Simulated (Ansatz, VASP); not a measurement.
## One calculation of PbF2, two programs

Contents of POSCAR:

```
PbF2
1.0
    0.0617146835      2.9458082816      2.9458082816
    2.9458082816      0.0617146835      2.9458082816
    3.0075229651      3.0075229651      0.0000000000
Pb F
1 2
Direct
    0.0000000000      0.0000000000      0.0000000000
    0.2451447819      0.2451447819      0.2548552181
    0.7548552181      0.7548552181      0.7451447819
```

Contents of INCAR.step1:

```
SYSTEM = PbF2
PREC = Accurate ; ENCUT = 660
ISMEAR = 0 ; SIGMA = 0.01
LREAL = .False. ; LASPH = .True.
NELM = 120 ; NBANDS = 21
GGA = PE ; ALGO = Normal
EDIFF = 1E-5 ; LWAVE = .True.
LCHARG = .False. ; GGA_COMPAT = .False.
```

File INCAR.step2:

```
SYSTEM = PbF2
PREC = Accurate ; ENCUT = 660
EDIFF = 1E-6 ; ISMEAR = 0
SIGMA = 0.01 ; LREAL = .False.
LASPH = .True. ; NELM = 120
ALGO = Normal ; ISIF = 2
LWAVE = .False. ; LCHARG = .False.
METAGGA = R2SCAN ; LMIXTAU = .True.
NBANDS = 21 ; ISTART = 1
GGA_COMPAT = .False.
```

The input KPOINTS:

```
regular mesh
0
Gamma
  8 8 8
  0 0 0
```

Input for Ansatz:

```yaml
crystal:
  lattice:
    - [0.0617146835, 2.9458082816, 2.9458082816]
    - [2.9458082816, 0.0617146835, 2.9458082816]
    - [3.0075229651, 3.0075229651, 0.0]
  atoms:
    - { symbol: Pb, position: [0.0, 0.0, 0.0] }
    - { symbol: F, position: [0.2451447819, 0.2451447819, 0.2548552181] }
    - { symbol: F, position: [0.7548552181, 0.7548552181, 0.7451447819] }
kpoints:
  mp_grid: { grid: [8, 8, 8] }
  band_path:
    path:
      - [0.0, 0.0, 0.0]
      - [0.5, 0.0, 0.5]
      - [0.625, 0.25, 0.625]
      - [0.375, 0.375, 0.75]
      - [0.5, 0.5, 0.5]
      - [0.5, 0.25, 0.75]
      - [0.260417, -0.46875, -0.208333]
      - [0.0, 0.5, 0.5]
    npoints: 1
hamiltonian:
  xc: r2scan
scf:
  occupations: { method: fixed }
  n_extra_bands: 4
output:
  forces: true
  stress: true
  eigenvalues: true
```

Change from the starting cell: shear_xy strain +4.2%.

Alike in both runs: task single point; functional r2SCAN; k mesh 8 × 8 × 8; no spin polarisation.

|  | VASP | Ansatz |
| --- | --- | --- |
| version | VASP 6.6.1 | Ansatz 0.2.0 |
| potentials or method | VASP PAW PBE potentials, release 64 (Pb_d, F) | plane waves, PAW |
| plane-wave cutoff (eV) | 660 | 500 |
| occupations | gaussian, width 0.01 eV | fixed |
| valence electrons in the cell | 28 | 28 |

```csv
,VASP,Ansatz,Ansatz less VASP
gap on the k mesh at the Fermi level (eV),4.92,4.91,-0.004
pressure (GPa),1.1,1.2,+0.15
"traceless stress, the component that is largest in VASP (GPa)",-1.01,-0.99,+0.023
```

VASP's potentials were made for PBE, not for r2SCAN.

Neither program's run includes spin-orbit coupling.
